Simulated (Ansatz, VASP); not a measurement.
# PbO2: VASP beside Ansatz

INCAR

```
PREC     = Accurate       # precision mode
ENCUT    = 520            # plane-wave cutoff, eV
EDIFF    = 1E-6           # SCF threshold, eV
ISMEAR   = -1             # smearing method
SIGMA    = 0.03           # smearing width, eV
LREAL    = False          # projectors in reciprocal space
LASPH    = True           # aspherical terms in the spheres
NELM     = 60             # most SCF steps
ALGO     = Normal         # electronic algorithm
ISIF     = 2              # what is computed and relaxed
LWAVE    = False          # write WAVECAR
LCHARG   = False          # write CHGCAR
GGA      = PE             # functional
NBANDS   = 20             # bands
```

File KPOINTS:

```
regular mesh
0
Gamma
  9 9 9
```

The input POSCAR:

```
PbO2
1.0
    0.0000000000      2.5700000000      2.5700000000
    2.5700000000      0.0000000000      2.5700000000
    2.5700000000      2.5700000000      0.0000000000
Pb O
1 2
Direct
    0.0000000000      0.0000000000      0.0000000000
    0.2500000000      0.2500000000      0.2500000000
    0.7500000000      0.7500000000      0.7500000000
```

Input for Ansatz:

```yaml
crystal:
  lattice:
    - [0.0, 2.57, 2.57]
    - [2.57, 0.0, 2.57]
    - [2.57, 2.57, 0.0]
  atoms:
    - { symbol: Pb, position: [0.0, 0.0, 0.0] }
    - { symbol: O, position: [0.25, 0.25, 0.25] }
    - { symbol: O, position: [0.75, 0.75, 0.75] }
kpoints:
  mp_grid: { grid: [9, 9, 9] }
  band_path:
    path:
      - [0.0, 0.0, 0.0]
      - [0.5, 0.0, 0.5]
      - [0.625, 0.25, 0.625]
      - [0.375, 0.375, 0.75]
      - [0.0, 0.0, 0.0]
      - [0.5, 0.5, 0.5]
      - [0.5, 0.25, 0.75]
      - [0.5, 0.0, 0.5]
    npoints: 6
scf:
  occupations: { method: fermi_dirac, width: 0.03 }
hamiltonian:
  xc: pbe
  pseudopotentials: { kind: paw }
output:
  forces: true
  stress: true
  eigenvalues: true
  populations: true
```

Change from the starting cell: volume scaled by 1, PAW files.

Alike in both runs: task single point; functional PBE; k mesh 9 × 9 × 9; occupations fermi-dirac, width 0.03 eV; no spin polarisation.

```csv
,VASP,Ansatz
version,VASP 6.6.1,Ansatz 0.2.0
potentials or method,"VASP PAW PBE potentials, release 64 (Pb_d, O)","PAW with Ansatz's default frozen-core files, scalar-relativistic"
plane-wave cutoff (eV),520,420
valence electrons in the cell,26,26
```

|  | VASP | Ansatz | Ansatz less VASP |
| --- | --- | --- | --- |
| pressure (GPa) | 29.8 | 29.3 | -0.51 |

Both programs put the cell under a high pressure, so it lies far from rest at this level.

Spin-orbit coupling is off throughout.
